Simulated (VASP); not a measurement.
# C (Cmcm) in VASP: notebook

The runs below take C through single point, relaxation of cell and atoms, with PBE.

Everything below comes from runs of VASP 6.6.1. Logs are shortened: lines on timing, memory, paths and dates and some standing lists are left out, and cuts for length are marked.

## Step 1: The cell of the first run

Symmetry: Cmcm, No. 63, orthorhombic system. Conventional cell: a = 4.853 Å, b = 4.967 Å, c = 4.413 Å, α = 90.00°, β = 90.00°, γ = 90.00°. C (site symmetry 1) has 4 C at 1.50 to 1.59 Å within 2.0 Å.

## Step 2: Single point, PBE

INCAR

```
SYSTEM = C
PREC = Accurate
ENCUT = 520
EDIFF = 1E-6
ISMEAR = 0
SIGMA = 0.02
LREAL = .False.
LASPH = .True.
NELM = 100
ALGO = Normal
ISIF = 2
LWAVE = .False.
LCHARG = .False.
GGA = PE
NBANDS = 26
```

KPOINTS

```
Automatic mesh
0
Gamma
  8 8 6
  0 0 0
```

POSCAR

```
C
1.0
    2.4263161632     -2.4833405461      0.0000000000
    2.4263161632      2.4833405461      0.0000000000
    0.0000000000      0.0000000000      4.4125639398
C
8
Direct
    0.6932153940      0.9781842590      0.4272744806
    0.9781842590      0.6932153940      0.9272744806
    0.3067846060      0.0218157410      0.9272744806
    0.6932153940      0.9781842590      0.0727255194
    0.3067846060      0.0218157410      0.5727255194
    0.0218157410      0.3067846060      0.4272744806
    0.9781842590      0.6932153940      0.5727255194
    0.0218157410      0.3067846060      0.0727255194
```

Potentials or basis: VASP PAW PBE potentials, release 64 (C).

Started as:

```bash
$ cat potpaw_PBE.64/C/POTCAR > POTCAR
$ mpirun -np 1 vasp_std > vasp.out
```

OUTCAR:

```text
SYSTEM = C
   PREC = Accurate
   ENCUT = 520
   EDIFF = 1E-6
   ISMEAR = 0
   LREAL = .False.
   LASPH = .True.
   NELM = 100
   ISIF = 2
   GGA = PE

 ion  position               nearest neighbor table
   1  0.693  0.978  0.427-   5 1.50   7 1.55   4 1.56   6 1.59
   2  0.978  0.693  0.927-   8 1.50   4 1.55   7 1.56   3 1.59
   3  0.307  0.022  0.927-   4 1.50   8 1.55   5 1.56   2 1.59
   4  0.693  0.978  0.073-   3 1.50   2 1.55   1 1.56   8 1.59
   5  0.307  0.022  0.573-   1 1.50   6 1.55   3 1.56   7 1.59
   6  0.022  0.307  0.427-   7 1.50   5 1.55   8 1.56   1 1.59
   7  0.978  0.693  0.573-   6 1.50   1 1.55   2 1.56   5 1.59
   8  0.022  0.307  0.073-   2 1.50   3 1.55   6 1.56   4 1.59

  LATTYP: Found a base centered orthorhombic cell.
 ALAT       =     4.8526323264
 B/A-ratio  =     1.0235024535
 C/A-ratio  =     0.9093134701

  Lattice vectors:

 A1 = (   2.4263161632,  -2.4833405461,   0.0000000000)
 A2 = (   2.4263161632,   2.4833405461,   0.0000000000)
 A3 = (   0.0000000000,   0.0000000000,   4.4125639398)

Analysis of symmetry for initial positions (statically):
=====================================================================
 Subroutine PRICEL returns:
 Original cell was already a primitive cell.

 Routine SETGRP: Setting up the symmetry group for a
 base centered orthorhombic supercell.

 Subroutine GETGRP returns: Found  8 space group operations
 (whereof  4 operations were pure point group operations)
 out of a pool of  8 trial point group operations.

The static configuration has the point symmetry C_2h.
 The point group associated with its full space group is D_2h.

Analysis of symmetry for dynamics (positions and initial velocities):
=====================================================================
 Subroutine PRICEL returns:
 Original cell was already a primitive cell.

 Routine SETGRP: Setting up the symmetry group for a
 base centered orthorhombic supercell.

 Subroutine GETGRP returns: Found  8 space group operations
 (whereof  4 operations were pure point group operations)
 out of a pool of  8 trial point group operations.

The dynamic configuration has the point symmetry C_2h.
 The point group associated with its full space group is D_2h.

 Subroutine INISYM returns: Found  8 space group operations
 (whereof  4 operations are pure point group operations),
 and found     1 'primitive' translations

----------------------------------------------------------------------------------------

                                     Primitive cell

  volume of cell :      53.1747

  direct lattice vectors                    reciprocal lattice vectors
     2.426316163 -2.483340546  0.000000000     0.206073721 -0.201341697  0.000000000
     2.426316163  2.483340546  0.000000000     0.206073721  0.201341697  0.000000000
     0.000000000  0.000000000  4.412563940     0.000000000  0.000000000  0.226625611

  length of vectors
     3.471885711  3.471885711  4.412563940     0.288105636  0.288105636  0.226625611

  position of ions in fractional coordinates (direct lattice)
     0.693215394  0.978184259  0.427274481
     0.978184259  0.693215394  0.927274481
     0.306784606  0.021815741  0.927274481
     0.693215394  0.978184259  0.072725519
     0.306784606  0.021815741  0.572725519
     0.021815741  0.306784606  0.427274481
     0.978184259  0.693215394  0.572725519
     0.021815741  0.306784606  0.072725519

  ion indices of the primitive-cell ions
   primitive index   ion index
                 1           1
                 2           2
                 3           3
                 4           4
                 5           5
                 6           6
                 7           7
                 8           8

----------------------------------------------------------------------------------------

 KPOINTS: Automatic mesh

Automatic generation of k-mesh.
 Grid dimensions read from file:
 generate k-points for:    8    8    6

 Generating k-lattice:

  Cartesian coordinates                     Fractional coordinates (reciprocal lattice)
     0.025759215 -0.025167712  0.000000000     0.125000000  0.000000000  0.000000000
     0.025759215  0.025167712  0.000000000     0.000000000  0.125000000  0.000000000
     0.000000000  0.000000000  0.037770935     0.000000000  0.000000000  0.166666667

  Length of vectors
     0.036013204  0.036013204  0.037770935

  Shift w.r.t. Gamma in fractional coordinates (k-lattice)
     0.000000000  0.000000000  0.000000000

 Subroutine IBZKPT returns following result:
 ===========================================

 Found     84 irreducible k-points:

 Following reciprocal coordinates:
            Coordinates               Weight
  0.000000  0.000000  0.000000      1.000000
  0.125000  0.000000  0.000000      4.000000
  0.250000  0.000000  0.000000      4.000000
  0.375000  0.000000  0.000000      4.000000
  0.500000  0.000000  0.000000      2.000000
  0.125000  0.125000  0.000000      2.000000
[... 16 lines left out ...]
  0.125000  0.000000  0.166667      8.000000
  0.250000  0.000000  0.166667      8.000000
 [... further k-points ...]
   k-points           NKPTS =     84   k-points in BZ     NKDIM =     84   number of bands    NBANDS=     26
   number of dos      NEDOS =    301   number of ions     NIONS =      8
   total plane-waves  NPLWV =  28224
   dimension x,y,z NGX =    28 NGY =   28 NGZ =   36
   dimension x,y,z NGXF=    56 NGYF=   56 NGZF=   72
   ions per type =               8
   NGX,Y,Z   is equivalent  to a cutoff of  13.41, 13.41, 13.56 a.u.
   NGXF,Y,Z  is equivalent  to a cutoff of  26.81, 26.81, 27.13 a.u.
 SYSTEM =  C
   PREC   = accura    normal or accurate (medium, high low for compatibility)
   ISTART =      0    job   : 0-new  1-cont  2-samecut
   ICHARG =      2    charge: 1-file 2-atom 10-const
   ISPIN  =      1    spin polarized calculation?
   LNONCOLLINEAR =      F non collinear calculations
   LSORBIT =      F    spin-orbit coupling
   LASPH  =      T    aspherical Exc in radial PAW
   ENCUT  =  520.0 eV  38.22 Ry    6.18 a.u.   6.46  6.46  8.20*2*pi/ulx,y,z
   NELM   =    100;   NELMIN=  2; NELMDL= -5     # of ELM steps
   EDIFF  = 0.1E-05   stopping-criterion for ELM
   LREAL  =      F    real-space projection
   EDIFFG = 0.1E-04   stopping-criterion for IOM
   NSW    =      0    number of steps for IOM
   IBRION =     -1    ionic relax: 0-MD 1-quasi-New 2-CG
   NFREE  =      0    steps in history (QN), initial steepest desc. (CG)
   ISIF   =      2    stress and relaxation
   ISYM   =      2    0-nonsym 1-usesym 2-fastsym
   POTIM  = 0.5000    time-step for ionic-motion
   TEBEG  =    0.0;   TEEND  =   0.0 temperature during run
   PSTRESS=    0.0 pullay stress
   NELECT =      32.0000    total number of electrons
   NUPDOWN=      -1.0000    fix difference up-down
   EMIN   =  10.00;   EMAX   =-10.00  energy-range for DOS
   EFERMI =   0.00;   METHOD = LEGACY
   ISMEAR =     0;   SIGMA  =   0.02  broadening in eV -4-tet -1-fermi 0-gaus
   EFERMI_NEDOS =   21; number of points for ismear=-14 and -15
   IALGO  =     38    algorithm
   IMIX   =      4    mixing-type and parameters
     AMIX     =   0.40;   BMIX     =  1.00
     AMIX_MAG =   1.60;   BMIX_MAG =  1.00
  volume/ion in A,a.u.               =       6.65        44.86
  Fermi-wavevector in a.u.,A,eV,Ry     =   1.382155  2.611893 25.991905  1.910351
  Thomas-Fermi vector in A             =   2.506872
   LORBIT       =      0    0 simple, 1 ext, 2 COOP (PROOUT), +10 PAW based schemes
   GGA     = PE    functional components
   LHFCALC =     F    Hartree Fock is set to
   AEXX    =    0.0000 exact exchange contribution
   IVDW    =     0    specifies the selected vdW correction
   LEPSILON=     F    determine dielectric tensor
   LRPA    =     F    only Hartree local field effects (RPA)
 non-spin polarized calculation
 Gauss-broadening in eV      SIGMA  =   0.02
  energy-cutoff  :      520.00
  volume of cell :       53.17
 maximum number of plane-waves:      1455
 NGX is ok and might be reduce to    28
   NGX = 13   NGY = 13   NGZ = 17

 number of electron      32.0000002 magnetization

 Free energy of the ion-electron system (eV)
  ---------------------------------------------------
  ext. energy  EPLUGINS =         0.00000000
  ---------------------------------------------------
  free energy    TOTEN  =       -69.45093715 eV

  energy without entropy =      -69.45093715  energy(sigma->0) =      -69.45093715

 E-fermi :   7.8030     XC(G=0): -12.0674

 val. band max:        7.6935213154   @ k =   0.5000   0.5000   0.0000
 cond. band min:      10.7177084522   @ k =   0.2500   0.0000   0.0000
 fundamental gap:      3.0241871368
 Fermi energy:         7.8030120622

 k-point     1 :       0.0000    0.0000    0.0000
  band No.  band energies     occupation
      1     -13.1591      2.00000
      2      -8.1749      2.00000
      3      -7.0552      2.00000
      4      -4.7920      2.00000
      5      -3.5428      2.00000
      6      -2.1435      2.00000
[... 18 lines left out ...]
     25      19.9049      0.00000
     26      20.1780      0.00000

 k-point     2 :       0.1250    0.0000    0.0000
  band No.  band energies     occupation
      1     -13.0382      2.00000
      2      -8.0636      2.00000
      3      -7.1567      2.00000
      4      -5.3355      2.00000
      5      -3.4639      2.00000
      6      -1.8597      2.00000
[... 18 lines left out ...]
     25      19.4518      0.00000
     26      20.0663      0.00000

 k-point     3 :       0.2500    0.0000    0.0000
  band No.  band energies     occupation
      1     -12.6961      2.00000
      2      -7.7869      2.00000
      3      -7.7492      2.00000
      4      -5.7307      2.00000
      5      -3.3935      2.00000
      6      -2.7715      2.00000
[... 572 lines left out ...]
 k-point    23 :       0.1250    0.0000    0.1667
  band No.  band energies     occupation
      1     -12.8778      2.00000
      2      -9.2152      2.00000
      3      -6.0763      2.00000
      4      -4.9689      2.00000
      5      -3.3973      2.00000
      6      -2.0803      2.00000
[... 18 lines left out ...]
     25      18.8543      0.00000
     26      19.4220      0.00000

 k-point    24 :       0.2500    0.0000    0.1667
  band No.  band energies     occupation
      1     -12.5375      2.00000
      2      -8.9783      2.00000
      3      -7.1034      2.00000
      4      -4.8964      2.00000
      5      -3.7751      2.00000
      6      -2.9139      2.00000
[... 18 lines left out ...]
     25      19.0539      0.00000
     26      19.4292      0.00000

 [... further k-points ...]
[... 5 lines left out ...]
  --------------------------------------------------------------------------------------
  -------------------------------------------------------------------------------------
  Total        0.1762527      0.1529504      0.1685875      0.0000000      0.0000000      0.0000000
  in kB        5.3105772      4.6084667      5.0796202      0.0000000      0.0000000      0.0000000
  external PRESSURE =       4.9995547 kB  Pullay stress =       0.0000000 kB

 VOLUME and BASIS-vectors are now :
 -----------------------------------------------------------------------------
  energy-cutoff  :      520.00
  volume of cell :       53.17
      direct lattice vectors                 reciprocal lattice vectors
     2.426316163 -2.483340546  0.000000000     0.206073721 -0.201341697  0.000000000
     2.426316163  2.483340546  0.000000000     0.206073721  0.201341697  0.000000000
     0.000000000  0.000000000  4.412563940     0.000000000  0.000000000  0.226625611

 POSITION                                       TOTAL-FORCE (eV/Angst)
 -----------------------------------------------------------------------------------
      4.05534      0.70767      1.88538        -0.014487      0.007029      0.005678
      4.05534     -0.70767      4.09166        -0.014487     -0.007029      0.005678
      0.79729     -0.70767      4.09166         0.014487     -0.007029      0.005678
      4.05534      0.70767      0.32091        -0.014487      0.007029     -0.005678
      0.79729     -0.70767      2.52719         0.014487     -0.007029     -0.005678
      0.79729      0.70767      1.88538         0.014487      0.007029      0.005678
      4.05534     -0.70767      2.52719        -0.014487     -0.007029     -0.005678
      0.79729      0.70767      0.32091         0.014487      0.007029     -0.005678
 -----------------------------------------------------------------------------------
    total drift:                                0.000000      0.000000      0.000000

  FREE ENERGIE OF THE ION-ELECTRON SYSTEM (eV)
  ---------------------------------------------------
  free  energy   TOTEN  =       -69.4509371529 eV

  energy  without entropy=      -69.4509371529  energy(sigma->0) =      -69.45093715
```

Run time: 63 s. Hardware: 1 thread of Intel Xeon 6975P-C (Granite Rapids), shared host; peak memory 0.21 GiB.

What came out:

- Free energy: -69.4509 eV
- Pressure: 0.5 GPa
- Largest force: 0.017 eV/Å
- Band gap on the k mesh: 3.02 eV, indirect (least direct gap 3.44 eV)

Forces in eV/Å, atoms in the order of the input:
```
C   -0.014  0.007  0.006
C   -0.014 -0.007  0.006
C    0.014 -0.007  0.006
C   -0.014  0.007 -0.006
C    0.014 -0.007 -0.006
C    0.014  0.007  0.006
C   -0.014 -0.007 -0.006
C    0.014  0.007 -0.006
```

Levels at points of the mesh, in eV from the valence-band top:
```csv
k point,band 12,band 13,band 14,band 15,band 16,band 17,band 18,band 19,band 20,band 21
"(0.00, 0.00, 0.00)",-5.63,-5.51,-4.68,-2.13,-0.13,3.32,3.51,5.22,5.63,6.69
"(0.50, 0.00, 0.00)",-4.66,-3.75,-3.12,-2.98,-1.75,3.53,6.23,6.29,6.71,8.16
"(0.50, 0.50, 0.00)",-3.41,-2.36,-0.74,-0.15,0.00,5.38,5.46,7.32,8.19,8.74
"(0.00, 0.00, 0.50)",-5.59,-3.21,-3.21,-2.00,-2.00,4.71,4.71,5.94,5.94,7.11
"(0.50, 0.00, 0.50)",-5.21,-4.08,-4.08,-2.70,-2.70,3.96,3.96,6.55,6.55,8.41
"(0.50, 0.50, 0.50)",-4.44,-2.25,-2.25,-1.30,-1.30,4.87,4.87,6.62,6.62,8.89
```

A k mesh can miss the band edges.

## Step 3: Relaxation of cell and atoms, PBE

INCAR

```
PREC = Accurate
ENCUT = 600
EDIFF = 1E-6
ISMEAR = 0
SIGMA = 0.02
LREAL = False
LASPH = True
NELM = 100
ALGO = Normal
ISIF = 3
LWAVE = False
LCHARG = False
GGA = PE
IBRION = 2
NSW = 100
EDIFFG = -0.01
```

KPOINTS

```
regular mesh
0
Gamma
  8 8 6
```

POSCAR

```
C
1.0
    2.4249170430     -2.4839818784      0.0000000000
    2.4249170430      2.4839818784      0.0000000000
    0.0000000000      0.0000000000      4.4126729643
C
8
Direct
    0.6931762682      0.9780915328      0.4272720484
    0.9780915328      0.6931762682      0.9272720484
    0.3068237318      0.0219084672      0.9272720484
    0.6931762682      0.9780915328      0.0727279516
    0.3068237318      0.0219084672      0.5727279516
    0.0219084672      0.3068237318      0.4272720484
    0.9780915328      0.6931762682      0.5727279516
    0.0219084672      0.3068237318      0.0727279516
```

Potentials or basis: VASP PAW PBE potentials, release 64 (C).

Started as:

```bash
$ cat potpaw_PBE.64/C/POTCAR > POTCAR
$ mpirun -np 1 vasp_std > vasp.out
```

It took 80 s on 1 thread of Intel Xeon 6975P-C (Granite Rapids), shared host; peak memory 0.21 GiB.

Results (log left out):

| Item | Value |
| --- | --- |
| Free energy | -69.4662 eV |
| Relaxed volume | 6.65 Å³/atom |
| Relaxed cell | a = 3.472 Å, b = 3.472 Å, c = 4.413 Å, α = 90.00°, β = 90.00°, γ = 91.36° |
| Space group after relaxing (to 0.05 Å) | Cmcm (No. 63) |
| Energy gained by relaxing | 0.0 meV/atom |
| Ionic steps | 3 |
| Pressure after relaxing | 0.0 GPa |
| Largest force after relaxing | 0.005 eV/Å |
| Band gap on the k mesh | 3.01 eV, indirect (least direct gap 3.44 eV) |

Forces in eV/Å, atoms in the order of the input:
```
C    0.005 -0.001 -0.002
C    0.005  0.001 -0.002
C   -0.005  0.001 -0.002
C    0.005 -0.001  0.002
C   -0.005  0.001  0.002
C   -0.005 -0.001 -0.002
C    0.005  0.001  0.002
C   -0.005 -0.001  0.002
```

Stress tensor (GPa, compression positive):
```
 0.07  0.00  0.00
 0.00 -0.06  0.00
 0.00  0.00  0.00
```

Final structure:
```
CELL_PARAMETERS angstrom
2.42538 -2.48375 0.00000
2.42538 2.48375 0.00000
0.00000 0.00000 4.41276
ATOMIC_POSITIONS crystal
C 0.69313 0.97807 0.42728
C 0.97807 0.69313 0.92728
C 0.30687 0.02193 0.92728
C 0.69313 0.97807 0.07272
C 0.30687 0.02193 0.57272
C 0.02193 0.30687 0.42728
C 0.97807 0.69313 0.57272
C 0.02193 0.30687 0.07272
```

Levels at points of the mesh, in eV from the valence-band top:
```
           k point  band 14  band 15  band 16  band 17  band 18  band 19
(0.00, 0.00, 0.00)    -4.69    -2.14    -0.13     3.31     3.50     5.21
(0.50, 0.00, 0.00)    -3.12    -2.99    -1.75     3.52     6.22     6.28
(0.50, 0.50, 0.00)    -0.75    -0.15     0.00     5.37     5.45     7.31
(0.00, 0.00, 0.50)    -3.22    -2.01    -2.01     4.70     4.70     5.93
(0.50, 0.00, 0.50)    -4.09    -2.70    -2.70     3.95     3.95     6.54
(0.50, 0.50, 0.50)    -2.26    -1.30    -1.30     4.87     4.87     6.61
```

A k mesh can miss the band edges. PBE gaps usually lie below the measured ones, often by a third to a half.
